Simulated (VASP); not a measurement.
A run of VASP 6.6.1 is set up as follows.

INCAR

```
SYSTEM = TaN
PREC     = Accurate       ! precision mode
ENCUT    = 520            ! plane-wave cutoff, eV
EDIFF    = 1E-7           ! SCF threshold, eV
ISMEAR   = 0              ! smearing method
SIGMA    = 0.05           ! smearing width, eV
LREAL    = .FALSE.        ! projectors in reciprocal space
LASPH    = .TRUE.         ! aspherical terms in the spheres
NELM     = 150            ! most SCF steps
ALGO     = Normal         ! electronic algorithm
ISIF     = 2              ! what is computed and relaxed
LWAVE    = .FALSE.        ! write WAVECAR
LCHARG   = .FALSE.        ! write CHGCAR
ISPIN    = 2              ! spin polarisation
MAGMOM   = 0.35 0.35 0.35 0.35 0.02 0.02 0.02 0.02 ! initial moments
LORBIT   = 11             ! projections on sites
LMAXMIX  = 4              ! l up to which the mixer works
LDAU     = .TRUE.         ! DFT+U
LDAUTYPE = 2            
LDAUL    = 2 -1           ! shell
LDAUU    = 5 0            ! U, eV
LDAUJ    = 0 0          
LDAUPRINT= 1            
GGA      = PE             ! functional
NBANDS   = 46             ! bands
```

Contents of KPOINTS:

```
regular mesh
0
G
  7 7 4
  0 0 0
```

Contents of POSCAR:

```
TaN
1.0
    3.0480018400      0.0000000000      0.0000000000
   -3.0480018400      5.2792940600      0.0000000000
    0.0000000000      0.0000000000      4.9179997800
Ta N
4 4
Direct
    0.0000000000      0.0000000000      0.0000000000
    0.0000000000      0.0000000000      0.5000000000
    0.0000000000      0.5000000000      0.0000000000
    0.0000000000      0.5000000000      0.5000000000
    0.3333333333      0.3333333334      0.2500000000
    0.6666666667      0.1666666666      0.7500000000
    0.3333333333      0.8333333333      0.2500000000
    0.6666666667      0.6666666666      0.7500000000
```

Potentials or basis: VASP PAW PBE potentials, release 64 (Ta_pv, N).

Command:

```sh
$ cat potpaw_PBE.64/Ta_pv/POTCAR potpaw_PBE.64/N/POTCAR > POTCAR
$ mpirun -np 1 vasp_std > vasp.out
```

**Question.** Predict the net moment.

**Answer.** 0.00 μB per cell.

**Question.** What does it give for the largest force?

**Answer.** 0.043 eV/Å.

**Question.** What does it give for the pressure?

**Answer.** 79.8 GPa.

**Question.** Predict the band gap on the k mesh.

**Answer.** Zero (filled and empty bands overlap).

Eigenvalues of the final occupation matrices:
| site | spin | trace | eigenvalues |
| --- | --- | --- | --- |
| site 1 d | 1 | 1.31 | 0.21 0.21 0.25 0.25 0.39 |
| site 1 d | 2 | 1.31 | 0.21 0.21 0.25 0.25 0.39 |
| site 2 d | 1 | 1.31 | 0.21 0.21 0.25 0.25 0.39 |
| site 2 d | 2 | 1.31 | 0.21 0.21 0.25 0.25 0.39 |
| site 3 d | 1 | 1.31 | 0.21 0.21 0.25 0.25 0.39 |
| site 3 d | 2 | 1.31 | 0.21 0.21 0.25 0.25 0.39 |
| site 4 d | 1 | 1.31 | 0.21 0.21 0.25 0.25 0.39 |
| site 4 d | 2 | 1.31 | 0.21 0.21 0.25 0.25 0.39 |

Caveat: spin-orbit coupling is left out, which moves the levels of the heavy elements. The state reached can hang on the start; a lower one may exist.
